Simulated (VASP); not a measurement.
# Al4O (P4/mmm) in VASP: further runs

The runs below take Al4O through single point, relaxation of cell and atoms, with PBE.

Everything below comes from runs of VASP 6.6.1. Logs are shortened: lines on timing, memory, paths and dates and some standing lists are left out, and cuts for length are marked.

## (1) The cell of the first run

It takes space group P4/mmm (No. 123, tetragonal). Conventional cell: a = 3.460 Å, b = 3.460 Å, c = 4.894 Å, α = 90.00°, β = 90.00°, γ = 90.00°. Al (site symmetry 2mm) has 2 O at 2.12 Å and 6 Al at 2.45 Å within 2.8 Å. O (site symmetry 4/mmm) has 8 Al at 2.12 Å within 2.8 Å.

## (2) Single point, PBE

File INCAR:

```
SYSTEM = Al4O
  ALGO = Normal
  EDIFF = 1E-7
  ENCUT = 520
  GGA = PE
  ISIF = 2
  ISMEAR = 0
  LASPH = .True.
  LCHARG = .False.
  LREAL = .False.
  LWAVE = .False.
  NBANDS = 17
  NELM = 100
  PREC = Accurate
  SIGMA = 0.1
```

File KPOINTS:

```
k-points
0
Gamma
  6 6 4
  0 0 0
```

File POSCAR:

```
Al4O
1.0
    3.4603776600      0.0000000000      0.0000000000
    0.0000000000      3.4603776600      0.0000000000
    0.0000000000      0.0000000000      4.8937130200
Al O
4 1
Direct
    0.5000000000      0.0000000000      0.2500000000
    0.0000000000      0.5000000000      0.7500000000
    0.5000000000      0.0000000000      0.7500000000
    0.0000000000      0.5000000000      0.2500000000
    0.0000000000      0.0000000000      0.0000000000
```

Potentials or basis: VASP PAW PBE potentials, release 64 (Al, O).

Started as:

```sh
$ cat potpaw_PBE.64/Al/POTCAR potpaw_PBE.64/O/POTCAR > POTCAR
$ mpirun -np 1 vasp_std > vasp.out
```

OUTCAR:

```text
SYSTEM = Al4O
   EDIFF = 1E-7
   ENCUT = 520
   GGA = PE
   ISIF = 2
   ISMEAR = 0
   LASPH = .True.
   LREAL = .False.
   NELM = 100
   PREC = Accurate

 ion  position               nearest neighbor table
   1  0.500  0.000  0.250-   5 2.12   5 2.12   4 2.45   4 2.45   4 2.45   4 2.45   3 2.45   3 2.45

   2  0.000  0.500  0.750-   5 2.12   5 2.12   3 2.45   3 2.45   3 2.45   3 2.45   4 2.45   4 2.45

   3  0.500  0.000  0.750-   5 2.12   5 2.12   2 2.45   2 2.45   2 2.45   2 2.45   1 2.45   1 2.45

   4  0.000  0.500  0.250-   5 2.12   5 2.12   1 2.45   1 2.45   1 2.45   1 2.45   2 2.45   2 2.45

   5  0.000  0.000  0.000-   1 2.12   2 2.12   3 2.12   4 2.12   2 2.12   4 2.12   1 2.12   3 2.12

  LATTYP: Found a simple tetragonal cell.
 ALAT       =     3.4603776600
 C/A-ratio  =     1.4142135630

  Lattice vectors:

 A1 = (   3.4603776600,   0.0000000000,   0.0000000000)
 A2 = (   0.0000000000,   3.4603776600,   0.0000000000)
 A3 = (   0.0000000000,   0.0000000000,   4.8937130200)

Analysis of symmetry for initial positions (statically):
=====================================================================
 Subroutine PRICEL returns:
 Original cell was already a primitive cell.

 Routine SETGRP: Setting up the symmetry group for a
 simple tetragonal supercell.

 Subroutine GETGRP returns: Found 16 space group operations
 (whereof 16 operations were pure point group operations)
 out of a pool of 16 trial point group operations.

The static configuration has the point symmetry D_4h.

Analysis of symmetry for dynamics (positions and initial velocities):
=====================================================================
 Subroutine PRICEL returns:
 Original cell was already a primitive cell.

 Routine SETGRP: Setting up the symmetry group for a
 simple tetragonal supercell.

 Subroutine GETGRP returns: Found 16 space group operations
 (whereof 16 operations were pure point group operations)
 out of a pool of 16 trial point group operations.

The dynamic configuration has the point symmetry D_4h.

 Subroutine INISYM returns: Found 16 space group operations
 (whereof 16 operations are pure point group operations),
 and found     1 'primitive' translations

[... 94 lines left out ...]
   ISPIN  =      1    spin polarized calculation?
   LNONCOLLINEAR =      F non collinear calculations
   LSORBIT =      F    spin-orbit coupling
   LASPH  =      T    aspherical Exc in radial PAW
   ENCUT  =  520.0 eV  38.22 Ry    6.18 a.u.   6.43  6.43  9.10*2*pi/ulx,y,z
   NELM   =    100;   NELMIN=  2; NELMDL= -5     # of ELM steps
   EDIFF  = 0.1E-06   stopping-criterion for ELM
   LREAL  =      F    real-space projection
   EDIFFG = 0.1E-05   stopping-criterion for IOM
   NSW    =      0    number of steps for IOM
   IBRION =     -1    ionic relax: 0-MD 1-quasi-New 2-CG
   NFREE  =      0    steps in history (QN), initial steepest desc. (CG)
   ISIF   =      2    stress and relaxation
   ISYM   =      2    0-nonsym 1-usesym 2-fastsym
   POTIM  = 0.5000    time-step for ionic-motion
   TEBEG  =    0.0;   TEEND  =   0.0 temperature during run
   PSTRESS=    0.0 pullay stress
   NELECT =      18.0000    total number of electrons
   NUPDOWN=      -1.0000    fix difference up-down
   EMIN   =  10.00;   EMAX   =-10.00  energy-range for DOS
   EFERMI =   0.00;   METHOD = LEGACY
   ISMEAR =     0;   SIGMA  =   0.10  broadening in eV -4-tet -1-fermi 0-gaus
   EFERMI_NEDOS =   21; number of points for ismear=-14 and -15
   IALGO  =     38    algorithm
   IMIX   =      4    mixing-type and parameters
     AMIX     =   0.40;   BMIX     =  1.00
     AMIX_MAG =   1.60;   BMIX_MAG =  1.00
  volume/ion in A,a.u.               =      11.72        79.09
  Fermi-wavevector in a.u.,A,eV,Ry     =   1.104597  2.087386 16.600936  1.220134
  Thomas-Fermi vector in A             =   2.241072
   LORBIT       =      0    0 simple, 1 ext, 2 COOP (PROOUT), +10 PAW based schemes
   GGA     = PE    functional components
   LHFCALC =     F    Hartree Fock is set to
   AEXX    =    0.0000 exact exchange contribution
   IVDW    =     0    specifies the selected vdW correction
   LEPSILON=     F    determine dielectric tensor
   LRPA    =     F    only Hartree local field effects (RPA)
 non-spin polarized calculation
 Gauss-broadening in eV      SIGMA  =   0.10
  energy-cutoff  :      520.00
  volume of cell :       58.60
 maximum number of plane-waves:      1634
 NGX is ok and might be reduce to    28
   NGX = 13   NGY = 13   NGZ = 19

 number of electron      17.9999992 magnetization

 Free energy of the ion-electron system (eV)
  ---------------------------------------------------
  ext. energy  EPLUGINS =         0.00000000
  ---------------------------------------------------
  free energy    TOTEN  =       -16.25876713 eV

  energy without entropy =      -16.24762108  energy(sigma->0) =      -16.25319410

 E-fermi :  11.0133     XC(G=0): -11.2102

 val. band max:       11.0050962622   @ k =   0.3333   0.3333   0.0000
 cond. band min:      11.0225893295   @ k =   0.3333   0.0000   0.2500
 fundamental gap:      0.0174930673
 Fermi energy:        11.0132848345

 k-point     1 :       0.0000    0.0000    0.0000
  band No.  band energies     occupation
      1     -12.3506      2.00000
      2       0.3114      2.00000
      3       0.3217      2.00000
      4       1.9666      2.00000
      5       1.9666      2.00000
      6       6.1093      2.00000
[... 457 lines left out ...]
      4       2.2714      2.00000
      5       3.1560      2.00000
      6       6.0481      2.00000
[... 9 lines left out ...]
     16      16.9644      0.00000
     17      17.6389      0.00000

 [... further k-points ...]
[... 5 lines left out ...]
  --------------------------------------------------------------------------------------
  -------------------------------------------------------------------------------------
  Total       20.2387934     20.2387934     18.4730367      0.0000000      0.0000000      0.0000000
  in kB      553.3624709    553.3624709    505.0837291      0.0000000      0.0000000      0.0000000
  external PRESSURE =     537.2695570 kB  Pullay stress =       0.0000000 kB

 VOLUME and BASIS-vectors are now :
 -----------------------------------------------------------------------------
  energy-cutoff  :      520.00
  volume of cell :       58.60
      direct lattice vectors                 reciprocal lattice vectors
     3.460377660  0.000000000  0.000000000     0.288985798  0.000000000  0.000000000
     0.000000000  3.460377660  0.000000000     0.000000000  0.288985798  0.000000000
     0.000000000  0.000000000  4.893713020     0.000000000  0.000000000  0.204343817

 POSITION                                       TOTAL-FORCE (eV/Angst)
 -----------------------------------------------------------------------------------
      1.73019      0.00000      1.22343         0.000000     -0.000000      2.148777
      0.00000      1.73019      3.67028         0.000000      0.000000     -2.148777
      1.73019      0.00000      3.67028        -0.000000     -0.000000     -2.148777
      0.00000      1.73019      1.22343        -0.000000      0.000000      2.148777
      0.00000      0.00000      0.00000        -0.000000      0.000000      0.000000
 -----------------------------------------------------------------------------------
    total drift:                               -0.000000     -0.000000     -0.000000

  FREE ENERGIE OF THE ION-ELECTRON SYSTEM (eV)
  ---------------------------------------------------
  free  energy   TOTEN  =       -16.2587671333 eV

  energy  without entropy=      -16.2476210761  energy(sigma->0) =      -16.25319410
```

Wall time 15 s (1 thread of AMD EPYC 9R45 (Zen 5), shared host); peak memory 0.15 GiB.

Results:

- Free energy: -16.2588 eV
- Pressure: 53.7 GPa
- Largest force: 2.149 eV/Å
- Band gap on the k mesh: zero (band 9 reaches 12.31 eV, above the bottom of band 10 at 9.69 eV)

Forces on the atoms (eV/Å):
```
Al   0.000  0.000  2.149
Al   0.000  0.000 -2.149
Al   0.000  0.000 -2.149
Al   0.000  0.000  2.149
O    0.000  0.000  0.000
```

Caveat: forces of over 1 eV/Å act on the atoms, so gaps and moduli don't describe the material at rest.

## (3) Single point, PBE

This run uses another cell than the first one, of 17.05 Å³/atom, 1.455 times its volume.

File INCAR:

```
SYSTEM = Al4O
PREC = Accurate
ENCUT = 520
EDIFF = 1E-6
ISMEAR = 0
SIGMA = 0.1
LREAL = .FALSE.
LASPH = .TRUE.
NELM = 100
ALGO = Normal
ISIF = 2
LWAVE = .FALSE.
LCHARG = .TRUE.
GGA = PE
LELF = .TRUE.
LVHAR = .TRUE.
NBANDS = 17
```

File KPOINTS:

```
regular mesh
0
G
  6 6 4
  0 0 0
```

File POSCAR:

```
Al4O
1.0
    3.7757087781      0.0000000000      0.0000000000
    0.0000000000      3.7757087781      0.0000000000
    0.0000000000      0.0000000000      5.9793949472
Al O
4 1
Direct
    0.5000000000      0.0000000000      0.2683670870
    0.0000000000      0.5000000000      0.7316329130
    0.5000000000      0.0000000000      0.7316329130
    0.0000000000      0.5000000000      0.2683670870
    0.0000000000      0.0000000000      0.0000000000
```

Potentials or basis: VASP PAW PBE potentials, release 64 (Al, O).

Started as:

```sh
$ cat potpaw_PBE.64/Al/POTCAR potpaw_PBE.64/O/POTCAR > POTCAR
$ mpirun -np 1 vasp_std > vasp.out
```

Wall time 20 s (1 thread of AMD EPYC 9R45 (Zen 5), shared host); peak memory 0.16 GiB.

It converged, with:

| Item | Value |
| --- | --- |
| Free energy | -19.8019 eV |
| Pressure | 0.0 GPa |
| Band gap on the k mesh | zero (band 9 reaches 7.56 eV, above the bottom of band 10 at 4.67 eV) |

Stress tensor (GPa, compression positive):
```
-0.04  0.00  0.00
 0.00 -0.04  0.00
 0.00  0.00  0.04
```

Levels at points of the mesh, in eV from the Fermi level:
```
           k point  band 5  band 6  band 7  band 8  band 9  band 10  band 11  band 12  band 13  band 14
(0.00, 0.00, 0.00)   -4.95   -3.03   -2.51    0.12    0.56     0.56     1.68     1.68     2.99     3.01
(0.50, 0.00, 0.00)   -4.70   -4.60   -4.18   -0.55   -0.29     0.52     1.74     2.94     3.61     3.77
(0.50, 0.50, 0.00)   -4.29   -3.24   -3.24   -3.22   -1.76    -1.69    -1.69     1.63     1.73     2.70
(0.00, 0.00, 0.50)   -4.92   -4.72   -0.03   -0.03    0.44     0.73     0.89     1.31     2.40     2.40
(0.50, 0.00, 0.50)   -4.69   -4.01   -3.64   -2.24    1.20     2.15     2.19     2.37     2.79     3.84
(0.50, 0.50, 0.50)   -4.44   -4.44   -3.61   -3.19   -1.34    -0.88    -0.03    -0.03     2.97     2.97
```

[end of part 1 of 2]
